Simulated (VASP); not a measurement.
# GaN (F-43m) in VASP: settings compared, part 2 of 3

VASP 6.6.1. Earlier steps stand in the parts before.

## Step 3: Single point, LDA

INCAR reads:

```
  PREC = Accurate
  ENCUT = 910
  EDIFF = 1E-6
  ISMEAR = 0
  SIGMA = 0.01
  LREAL = False
  LASPH = True
  NELM = 120
  ALGO = Normal
  ISIF = 2
  LWAVE = False
  LCHARG = False
  GGA = CA
  NBANDS = 16
  GGA_COMPAT = False
```

KPOINTS reads:

```
Automatic mesh
0
Gamma
  10 10 10
```

POSCAR reads:

```
GaN
1.0
    0.0000000000      2.2489526313      2.2489526313
    2.2489526313      0.0000000000      2.2489526313
    2.2489526313      2.2489526313      0.0000000000
Ga N
1 1
Direct
    0.0000000000      0.0000000000      0.0000000000
    0.7500000000      0.7500000000      0.7500000000
```

Potentials or basis: VASP PAW LDA potentials, release 64 (Ga_d, N_h).

Run with:

```console
> cat potpaw_LDA.64/Ga_d/POTCAR potpaw_LDA.64/N_h/POTCAR > POTCAR
> mpirun -np 1 vasp_std > vasp.out
```

OUTCAR:

```text
PREC = Accurate
   ENCUT = 910
   EDIFF = 1E-6
   ISMEAR = 0
   LREAL = False
   LASPH = True
   NELM = 120
   ISIF = 2
   GGA = CA

 ion  position               nearest neighbor table
   1  0.000  0.000  0.000-   2 1.95   2 1.95   2 1.95   2 1.95
   2  0.750  0.750  0.750-   1 1.95   1 1.95   1 1.95   1 1.95

  LATTYP: Found a face centered cubic cell.
 ALAT       =     4.4979052626

  Lattice vectors:

 A1 = (   0.0000000000,   2.2489526313,   2.2489526313)
 A2 = (   2.2489526313,   0.0000000000,   2.2489526313)
 A3 = (   2.2489526313,   2.2489526313,   0.0000000000)

Analysis of symmetry for initial positions (statically):
=====================================================================
 Subroutine PRICEL returns:
 Original cell was already a primitive cell.

 Routine SETGRP: Setting up the symmetry group for a
 face centered cubic supercell.

 Subroutine GETGRP returns: Found 24 space group operations
 (whereof 24 operations were pure point group operations)
 out of a pool of 48 trial point group operations.

The static configuration has the point symmetry T_d .

Analysis of symmetry for dynamics (positions and initial velocities):
=====================================================================
 Subroutine PRICEL returns:
 Original cell was already a primitive cell.

 Routine SETGRP: Setting up the symmetry group for a
 face centered cubic supercell.

 Subroutine GETGRP returns: Found 24 space group operations
 (whereof 24 operations were pure point group operations)
 out of a pool of 48 trial point group operations.

The dynamic configuration has the point symmetry T_d .

 Subroutine INISYM returns: Found 24 space group operations
 (whereof 24 operations are pure point group operations),
 and found     1 'primitive' translations

----------------------------------------------------------------------------------------

                                     Primitive cell
[... 109 lines left out ...]
   IMIX   =      4    mixing-type and parameters
     AMIX     =   0.40;   BMIX     =  1.00
     AMIX_MAG =   1.60;   BMIX_MAG =  1.00
  volume/ion in A,a.u.               =      11.37        76.76
  Fermi-wavevector in a.u.,A,eV,Ry     =   1.514173  2.861371 31.194328  2.292718
  Thomas-Fermi vector in A             =   2.623866
   LORBIT       =      0    0 simple, 1 ext, 2 COOP (PROOUT), +10 PAW based schemes
   GGA     = CA    functional components
   LHFCALC =     F    Hartree Fock is set to
   AEXX    =    0.0000 exact exchange contribution
   IVDW    =     0    specifies the selected vdW correction
   LEPSILON=     F    determine dielectric tensor
   LRPA    =     F    only Hartree local field effects (RPA)
 non-spin polarized calculation
 Gauss-broadening in eV      SIGMA  =   0.01
  energy-cutoff  :      910.00
  volume of cell :       22.75
 maximum number of plane-waves:      1430
   NGX = 15   NGY = 15   NGZ = 15

 number of electron      18.0000002 magnetization

 Free energy of the ion-electron system (eV)
  ---------------------------------------------------
  ext. energy  EPLUGINS =         0.00000000
  ---------------------------------------------------
  free energy    TOTEN  =       -13.93963936 eV

  energy without entropy =      -13.93963936  energy(sigma->0) =      -13.93963936

 E-fermi :   5.5163     XC(G=0): -12.1656

 val. band max:        5.4082476769   @ k =   0.0000   0.0000   0.0000
 cond. band min:       7.1968609236   @ k =   0.0000   0.0000   0.0000
 fundamental gap:      1.7886132467
 Fermi energy:         5.5162787450

 k-point     1 :       0.0000    0.0000    0.0000
  band No.  band energies     occupation
      1     -10.4464      2.00000
      2      -8.1507      2.00000
      3      -8.1507      2.00000
      4      -8.1507      2.00000
      5      -7.8265      2.00000
      6      -7.8265      2.00000
[... 433 lines left out ...]
      3      -7.9232      2.00000
      4      -7.9224      2.00000
      5      -7.7647      2.00000
      6      -6.7924      2.00000
[... 8 lines left out ...]
     15      27.6748      0.00000
     16      27.7983      0.00000

 [... further k-points ...]

------------------------ aborting loop because EDIFF is reached ----------------------------------------

  FORCE on cell =-STRESS in cart. coord.  units (eV):
  Direction    XX          YY          ZZ          XY          YZ          ZX
  --------------------------------------------------------------------------------------
  -------------------------------------------------------------------------------------
  Total       -0.6580117     -0.6580117     -0.6580117     -0.0000000     -0.0000000      0.0000000
  in kB      -46.3418439    -46.3418439    -46.3418439     -0.0000000     -0.0000000      0.0000000
  external PRESSURE =     -46.3418439 kB  Pullay stress =       0.0000000 kB

 VOLUME and BASIS-vectors are now :
 -----------------------------------------------------------------------------
  energy-cutoff  :      910.00
  volume of cell :       22.75
      direct lattice vectors                 reciprocal lattice vectors
     0.000000000  2.248952631  2.248952631    -0.222325714  0.222325714  0.222325714
     2.248952631  0.000000000  2.248952631     0.222325714 -0.222325714  0.222325714
     2.248952631  2.248952631  0.000000000     0.222325714  0.222325714 -0.222325714

 POSITION                                       TOTAL-FORCE (eV/Angst)
 -----------------------------------------------------------------------------------
      0.00000      0.00000      0.00000        -0.000000      0.000000      0.000000
      3.37343      3.37343      3.37343         0.000000     -0.000000     -0.000000
 -----------------------------------------------------------------------------------
    total drift:                               -0.000000     -0.000000     -0.000000

  FREE ENERGIE OF THE ION-ELECTRON SYSTEM (eV)
  ---------------------------------------------------
  free  energy   TOTEN  =       -13.9396393616 eV

  energy  without entropy=      -13.9396393616  energy(sigma->0) =      -13.93963936
```

It took 58 s on 1 thread of AMD EPYC 7R43 (Zen 3), shared host; peak memory 0.14 GiB.

Results:

```yaml
Free_energy: -13.9396 eV
Pressure: -4.6 GPa
Band_gap_on_the_k_mesh: 1.79 eV, direct
```

Caveat: the cutoff is under 1.25 times the usual one of these potentials, so pressure, stress and relaxed cells hold a basis-set (Pulay) error.

## Step 4: Single point, HSE06

POSCAR is that of step 3.

INCAR.step1 reads:

```
SYSTEM = GaN
PREC = Accurate ; ENCUT = 520
EDIFF = 1E-5 ; ISMEAR = 0
SIGMA = 0.01 ; LREAL = .False.
LASPH = .True. ; NELM = 100
ALGO = Normal ; ISIF = 2
LWAVE = .True. ; LCHARG = .False.
GGA = PE ; NBANDS = 16
```

INCAR.step2 reads:

```
SYSTEM = GaN
PREC = Accurate ; ENCUT = 520
EDIFF = 1E-6 ; ISMEAR = 0
SIGMA = 0.01 ; LREAL = .False.
LASPH = .True. ; NELM = 100
ALGO = Normal ; ISIF = 2
LWAVE = .False. ; LCHARG = .False.
GGA = PE ; LHFCALC = .True.
HFSCREEN = 0.2079 ; PRECFOCK = Normal
ISTART = 1 ; NBANDS = 16
```

KPOINTS reads:

```
Automatic mesh
0
Gamma
  6 6 6
  0 0 0
```

Potentials or basis: VASP PAW PBE potentials, release 64 (Ga_d, N).

Run with:

```console
> cat potpaw_PBE.64/Ga_d/POTCAR potpaw_PBE.64/N/POTCAR > POTCAR
> cp INCAR.step1 INCAR
> mpirun -np 1 vasp_std > vasp.out
> cp INCAR.step2 INCAR
> mpirun -np 1 vasp_std > vasp.out
```

OUTCAR:

```text
SYSTEM = GaN
   PREC = Accurate
   ENCUT = 520
   EDIFF = 1E-6
   ISMEAR = 0
   LREAL = .False.
   LASPH = .True.
   NELM = 100
   ISIF = 2
   GGA = PE
   LHFCALC = .True.
   HFSCREEN = 0.2079
   PRECFOCK = Normal
   ISTART = 1

 ion  position               nearest neighbor table
   1  0.000  0.000  0.000-   2 1.95   2 1.95   2 1.95   2 1.95
   2  0.750  0.750  0.750-   1 1.95   1 1.95   1 1.95   1 1.95

  LATTYP: Found a face centered cubic cell.
 ALAT       =     4.4979052626

  Lattice vectors:

 A1 = (   0.0000000000,   2.2489526313,   2.2489526313)
 A2 = (   2.2489526313,   0.0000000000,   2.2489526313)
 A3 = (   2.2489526313,   2.2489526313,   0.0000000000)

Analysis of symmetry for initial positions (statically):
=====================================================================
 Subroutine PRICEL returns:
 Original cell was already a primitive cell.

 Routine SETGRP: Setting up the symmetry group for a
 face centered cubic supercell.

 Subroutine GETGRP returns: Found 24 space group operations
 (whereof 24 operations were pure point group operations)
 out of a pool of 48 trial point group operations.

The static configuration has the point symmetry T_d .

Analysis of symmetry for dynamics (positions and initial velocities):
=====================================================================
 Subroutine PRICEL returns:
 Original cell was already a primitive cell.

 Routine SETGRP: Setting up the symmetry group for a
 face centered cubic supercell.

 Subroutine GETGRP returns: Found 24 space group operations
 (whereof 24 operations were pure point group operations)
 out of a pool of 48 trial point group operations.

The dynamic configuration has the point symmetry T_d .

 Subroutine INISYM returns: Found 24 space group operations
 (whereof 24 operations are pure point group operations),
 and found     1 'primitive' translations

----------------------------------------------------------------------------------------

                                     Primitive cell

  volume of cell :      22.7495

  direct lattice vectors                    reciprocal lattice vectors
     0.000000000  2.248952631  2.248952631    -0.222325714  0.222325714  0.222325714
     2.248952631  0.000000000  2.248952631     0.222325714 -0.222325714  0.222325714
     2.248952631  2.248952631  0.000000000     0.222325714  0.222325714 -0.222325714

  length of vectors
     3.180499312  3.180499312  3.180499312     0.385079433  0.385079433  0.385079433

  position of ions in fractional coordinates (direct lattice)
     0.000000000  0.000000000  0.000000000
     0.750000000  0.750000000  0.750000000

  ion indices of the primitive-cell ions
   primitive index   ion index
                 1           1
                 2           2

----------------------------------------------------------------------------------------

 KPOINTS: Automatic mesh

Automatic generation of k-mesh.
 Grid dimensions read from file:
 generate k-points for:    6    6    6

 Generating k-lattice:

  Cartesian coordinates                     Fractional coordinates (reciprocal lattice)
[... 20 lines left out ...]
  0.500000  0.000000  0.000000      4.000000
  0.166667  0.166667  0.000000      6.000000
  0.333333  0.166667  0.000000     24.000000
[... 8 lines left out ...]
 -0.333333  0.333333  0.166667     24.000000
 -0.333333  0.500000  0.166667     12.000000
   k-points           NKPTS =     16   k-points in BZ     NKDIM =    216   number of bands    NBANDS=     16
   number of dos      NEDOS =    301   number of ions     NIONS =      2
   total plane-waves  NPLWV =  13824
   dimension x,y,z NGX =    24 NGY =   24 NGZ =   24
   dimension x,y,z NGXF=    48 NGYF=   48 NGZF=   48
   ions per type =               1   1
   NGX,Y,Z   is equivalent  to a cutoff of  12.54, 12.54, 12.54 a.u.
   NGXF,Y,Z  is equivalent  to a cutoff of  25.09, 25.09, 25.09 a.u.
 SYSTEM =  GaN
   PREC   = accura    normal or accurate (medium, high low for compatibility)
   ISTART =      1    job   : 0-new  1-cont  2-samecut
   ICHARG =      0    charge: 1-file 2-atom 10-const
   ISPIN  =      1    spin polarized calculation?
   LNONCOLLINEAR =      F non collinear calculations
   LSORBIT =      F    spin-orbit coupling
   LASPH  =      T    aspherical Exc in radial PAW
   ENCUT  =  520.0 eV  38.22 Ry    6.18 a.u.   5.91  5.91  5.91*2*pi/ulx,y,z
   NELM   =    100;   NELMIN=  2; NELMDL=  0     # of ELM steps
   EDIFF  = 0.1E-05   stopping-criterion for ELM
   LREAL  =      F    real-space projection
   EDIFFG = 0.1E-04   stopping-criterion for IOM
   NSW    =      0    number of steps for IOM
   IBRION =     -1    ionic relax: 0-MD 1-quasi-New 2-CG
   NFREE  =      0    steps in history (QN), initial steepest desc. (CG)
   ISIF   =      2    stress and relaxation
   ISYM   =      3    0-nonsym 1-usesym 2-fastsym
   POTIM  = 0.5000    time-step for ionic-motion
   TEBEG  =    0.0;   TEEND  =   0.0 temperature during run
   PSTRESS=    0.0 pullay stress
   NELECT =      18.0000    total number of electrons
   NUPDOWN=      -1.0000    fix difference up-down
   EMIN   =  10.00;   EMAX   =-10.00  energy-range for DOS
   EFERMI =   0.00;   METHOD = LEGACY
   ISMEAR =     0;   SIGMA  =   0.01  broadening in eV -4-tet -1-fermi 0-gaus
   EFERMI_NEDOS =   21; number of points for ismear=-14 and -15
   IALGO  =     38    algorithm
   IMIX   =      1    mixing-type and parameters
     AMIX     =   0.40;   BMIX     =  1.00
     AMIX_MAG =   1.60;   BMIX_MAG =  1.00
  volume/ion in A,a.u.               =      11.37        76.76
  Fermi-wavevector in a.u.,A,eV,Ry     =   1.514173  2.861371 31.194328  2.292718
  Thomas-Fermi vector in A             =   2.623866
   LORBIT       =      0    0 simple, 1 ext, 2 COOP (PROOUT), +10 PAW based schemes
   GGA     = PE    functional components
   LHFCALC =     T    Hartree Fock is set to
   PRECFOCK=normal    Normal, Fast or Accurate (Low or Medium for compatibility)
   ENCUT4O =  -1.0   cutoff for four orbital integrals eV
   NKREDX  =     1    reduce k-point grid by
   NKREDY  =     1    reduce k-point grid by
   NKREDZ  =     1    reduce k-point grid by
   AEXX    =    0.2500 exact exchange contribution
   HFSCREEN=    0.2079 screening length (either q_TF or 0.3 A-1)
   HFSCREENC=   0.2079 screening length for correlation (either q_TF or 0.3 A-1)
   ENCUTFOCK=  -1.0 apply spherical cutoff to Coloumb kernel
   IVDW    =     0    specifies the selected vdW correction
   LEPSILON=     F    determine dielectric tensor
   LRPA    =     F    only Hartree local field effects (RPA)
 non-spin polarized calculation
 Gauss-broadening in eV      SIGMA  =   0.01
  energy-cutoff  :      520.00
  volume of cell :       22.75
 maximum number of plane-waves:       624
  NGX = 18; NGY = 18; NGZ = 18

 number of electron      18.0000009 magnetization

 Free energy of the ion-electron system (eV)
  ---------------------------------------------------
  ext. energy  EPLUGINS =         0.00000000
  ---------------------------------------------------
  free energy    TOTEN  =       -14.73833445 eV

  energy without entropy =      -14.73833445  energy(sigma->0) =      -14.73833445

 E-fermi :   4.5997     XC(G=0):  -9.5875

 val. band max:        4.5235983902   @ k =   0.0000   0.0000   0.0000
 cond. band min:       7.5453262645   @ k =   0.0000   0.0000   0.0000
 fundamental gap:      3.0217278743
 Fermi energy:         4.5996921778

 k-point     1 :       0.0000    0.0000    0.0000
  band No.  band energies     occupation
      1     -12.9682      2.00000
      2     -11.0497      2.00000
      3     -11.0497      2.00000
      4     -11.0497      2.00000
      5     -10.7278      2.00000
      6     -10.7278      2.00000
[... 281 lines left out ...]
      3     -10.8560      2.00000
      4     -10.7494      2.00000
      5     -10.6919      2.00000
      6      -8.3280      2.00000
[... 8 lines left out ...]
     15      27.0269      0.00000
     16      29.7476      0.00000

------------------------ aborting loop because EDIFF is reached ----------------------------------------

  FORCE on cell =-STRESS in cart. coord.  units (eV):
  Direction    XX          YY          ZZ          XY          YZ          ZX
  --------------------------------------------------------------------------------------
  -------------------------------------------------------------------------------------
  Total       -0.0118683     -0.0118683     -0.0118683     -0.0000000      0.0000000     -0.0000000
  in kB       -0.8358503     -0.8358503     -0.8358503     -0.0000000      0.0000000     -0.0000000
  external PRESSURE =      -0.8358503 kB  Pullay stress =       0.0000000 kB

 VOLUME and BASIS-vectors are now :
 -----------------------------------------------------------------------------
  energy-cutoff  :      520.00
  volume of cell :       22.75
      direct lattice vectors                 reciprocal lattice vectors
     0.000000000  2.248952631  2.248952631    -0.222325714  0.222325714  0.222325714
     2.248952631  0.000000000  2.248952631     0.222325714 -0.222325714  0.222325714
     2.248952631  2.248952631  0.000000000     0.222325714  0.222325714 -0.222325714

 POSITION                                       TOTAL-FORCE (eV/Angst)
 -----------------------------------------------------------------------------------
      0.00000      0.00000      0.00000        -0.000000     -0.000000     -0.000000
      3.37343      3.37343      3.37343         0.000000      0.000000      0.000000
 -----------------------------------------------------------------------------------
    total drift:                                0.000018      0.000019      0.000013

  FREE ENERGIE OF THE ION-ELECTRON SYSTEM (eV)
  ---------------------------------------------------
  free  energy   TOTEN  =       -14.7383344516 eV

  energy  without entropy=      -14.7383344516  energy(sigma->0) =      -14.73833445
```

It took 25 min on 1 thread of AMD EPYC 7R43 (Zen 3), shared host; peak memory 0.22 GiB.

Results:

```
Free energy            : -14.7383 eV
Pressure               : -0.1 GPa
Band gap on the k mesh : 3.02 eV, direct
```

Levels at points of the mesh, in eV from the valence-band top:
```tsv
k point	band 7	band 8	band 9	band 10	band 11	band 12
(0.00, 0.00, 0.00)	0.00	0.00	0.00	3.02	11.96	11.96
(0.50, 0.00, 0.00)	-7.58	-1.05	-1.05	6.13	10.45	11.94
(0.50, 0.50, 0.00)	-6.59	-2.93	-2.93	4.45	8.19	13.63
```

Caveat: the PAW data sets were made with another functional, which shifts forces and pressure a little.

## Step 5: Single point, PBE0

POSCAR is that of step 4.

INCAR.step1 reads:

```
PREC = Accurate
ENCUT = 520
EDIFF = 1E-5
ISMEAR = 0
SIGMA = 0.01
LREAL = False
LASPH = True
NELM = 80
ALGO = Normal
ISIF = 2
LWAVE = True
GGA = PE
NBANDS = 16
```

INCAR.step2 reads:

```
PREC = Accurate
ENCUT = 520
EDIFF = 1E-7
ISMEAR = 0
SIGMA = 0.01
LREAL = False
LASPH = True
NELM = 80
ALGO = Normal
ISIF = 2
LWAVE = False
LCHARG = True
GGA = PE
LHFCALC = True
AEXX = 0.25
PRECFOCK = Normal
LELF = True
LVHAR = True
ISTART = 1
NBANDS = 16
```

KPOINTS reads:

```
Automatic mesh
0
Gamma
  6 6 6
```

Run with:

```console
> cat potpaw_PBE.64/Ga_d/POTCAR potpaw_PBE.64/N/POTCAR > POTCAR
> cp INCAR.step1 INCAR
> mpirun -np 1 vasp_std > vasp.out
> cp INCAR.step2 INCAR
> mpirun -np 1 vasp_std > vasp.out
```

Wall time 28 min (1 thread of AMD EPYC 7R43 (Zen 3), shared host); peak memory 0.12 GiB.

It converged, with:

| Item | Value |
| --- | --- |
| Free energy | -15.6665 eV |
| Pressure | -0.3 GPa |
| Band gap on the k mesh | 3.75 eV, direct |

Levels at points of the mesh, in eV from the valence-band top:
```
           k point  band 5  band 6  band 7  band 8  band 9  band 10  band 11  band 12  band 13  band 14
(0.00, 0.00, 0.00)  -15.28  -15.28    0.00    0.00    0.00     3.75    12.73    12.73    12.73    20.21
(0.50, 0.00, 0.00)  -15.24  -13.64   -7.63   -1.06   -1.06     6.88    11.23    12.71    12.71    18.15
(0.50, 0.50, 0.00)  -15.21  -13.08   -6.64   -2.95   -2.95     5.20     8.94    14.40    16.88    16.88
```

Caveat: the PAW data sets were made with another functional, which shifts forces and pressure a little.

(Continued in part 3 of 3.)
